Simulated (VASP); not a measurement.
LiH, 2 atoms in the cell. The structure is cubic, space group Fm-3m (No. 225). The conventional cell has a = 3.981 Å, b = 3.981 Å, c = 3.981 Å, α = 90.00°, β = 90.00°, γ = 90.00°. Li (site symmetry m-3m) has 6 H at 1.99 Å within 2.6 Å. Within 2.6 Å of H (site symmetry m-3m) lie 6 Li at 1.99 Å. 

| Quantity | Value |
| --- | --- |
| Program | VASP 6.6.1 |
| Task | relaxation of cell and atoms |
| Functional | PBEsol |
| Potentials or basis | VASP PAW PBE potentials, release 64 (Li_sv, H) |
| Cutoff | 600 eV |
| k mesh | 10 × 10 × 10 |
| Occupations | gaussian, width 0.01 eV |
| Spin | no spin polarisation |
| Target pressure | 10 GPa |
| Dipole correction | no |
| Further INCAR settings | ALGO = Normal; EDIFF = 1e-07; IBRION = 2; EDIFFG = -0.002; NSW = 100; ISIF = 3 |

Potentials or basis: VASP PAW PBE potentials, release 64 (Li_sv, H).

The run is started by

```console
$ cat potpaw_PBE.64/Li_sv/POTCAR potpaw_PBE.64/H/POTCAR > POTCAR
$ mpirun -np 1 vasp_std > vasp.out
```

Hardware: 1 thread of Intel Xeon 8259CL (shared host).

How long does it take, and how much memory?

Wall time 51 s on 1 thread of Intel Xeon 8259CL, with other jobs on the host, peak memory 0.13 GiB. Counts: scf iterations 79, k points 47, ion steps 19.
